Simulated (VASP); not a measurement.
Crystal: Cd6Te.

```xyz
7
Lattice="6.0431 0.0000 0.0000 -3.0216 5.2335 0.0000 0.0000 0.0000 5.5463" Properties=species:S:1:pos:R:3 pbc="T T T"
Cd    0.9174    1.5889    1.4769
Cd   -2.1042    3.6446    1.4769
Cd    4.2084    0.0000    1.4769
Cd   -0.9174    1.5889    4.0694
Cd    1.8347    0.0000    4.0694
Cd    2.1042    3.6446    4.0694
Te    0.0000    0.0000    2.7731
```

The cell was built from a structure type or drawn by symmetry, and may not be a known phase.

* Program: VASP 6.6.1
* Task: relaxation of cell and atoms
* Functional: PBE
* Potentials or basis: VASP PAW PBE potentials, release 64 (Cd, Te)
* Cutoff: 600 eV
* k mesh: 3 × 3 × 3
* Occupations: gaussian, width 0.2 eV
* Spin: no spin polarisation

At the start: pressure 36.8 GPa; volume 25.06 Å³/atom.

Question: Where does the relaxation end?

Answer: Over 21 steps the energy falls by 2105.7 meV/atom and the volume is 28.05 Å³/atom (+12.0 %); space group P-31m (No. 162, to 0.1 Å) before and after.

Step by step:
```
step  energy change (eV)  largest force (eV/Å)  pressure (GPa)  volume (Å³)
   1              0.0000               10.2485           36.76       175.41
   2            -11.3941                0.1342           -3.00       365.63
   3            -12.8345                0.7695           -1.77       266.52
   4            -12.8315                0.8121           -1.66       264.45
   5            -13.1429                0.8352           -1.59       251.80
   6            -13.9541                0.8065           -0.50       216.29
   7            -11.6987                2.8290           19.00       155.54
   8            -13.9781                0.8856            0.39       208.05
   9            -13.9101                0.4343            5.37       179.44
  10            -14.0805                0.7619            1.91       195.93
  11            -14.3297                0.2634            1.09       197.34
  12            -14.3713                0.2741            0.87       198.25
  13            -14.4993                0.1370           -0.37       203.78
  14            -14.5501                0.0526           -1.39       209.50
  15            -14.6617                0.1015           -0.74       202.11
  16            -14.7115                0.1614            0.25       194.57
  17            -14.7120                0.1687            0.45       193.36
  18            -14.7308                0.1194            0.25       194.23
  19            -14.7350                0.0895            0.16       194.79
  20            -14.7351                0.0852            0.16       194.86
  21            -14.7398                0.0702           -0.10       196.38
```

Final structure:
```
Cd Te
1.0
     5.80871    0.00000    0.00000
    -2.90435    5.03049    0.00000
     0.00000    0.00000    6.72065
Cd Te
6 1
Direct
  0.39651 0.39651 0.20109
  0.00000 0.60349 0.20109
  0.60349 0.00000 0.20109
  0.00000 0.39651 0.79891
  0.39651 0.00000 0.79891
  0.60349 0.60349 0.79891
  0.00000 0.00000 0.50000
```

Caveat: the k points lie up to 0.42 Å⁻¹ apart in the final cell; a cell axis changed by over 15 % at a fixed basis, so the end point is rough; the relaxation stopped at a loose force limit of 0.08 eV/Å, so its end isn't a converged minimum.
